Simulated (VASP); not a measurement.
Input of a VASP 6.6.1 run:

File INCAR:

```
ALGO = Normal
EDIFF = 1E-6
ENCUT = 520
GGA = PE
ISIF = 2
ISMEAR = -1
LASPH = T
LCHARG = T
LELF = T
LREAL = F
LVHAR = T
LWAVE = F
NBANDS = 8
NELM = 100
PREC = Accurate
SIGMA = 0.1
```

KPOINTS

```
k-points
0
Gamma
  14 14 14
```

Contents of POSCAR:

```
Al
1.0
    0.0000000000      2.0199630948      2.0199630948
    2.0199630948      0.0000000000      2.0199630948
    2.0199630948      2.0199630948      0.0000000000
Al
1
Direct
    0.0000000000      0.0000000000      0.0000000000
```

Potentials or basis: VASP PAW PBE potentials, release 64 (Al).

Command:

```console
$ cat potpaw_PBE.64/Al/POTCAR > POTCAR
$ mpirun -np 1 vasp_std > vasp.out
```

(1) Estimate the pressure.

## Answers

(1) -0.1 GPa.
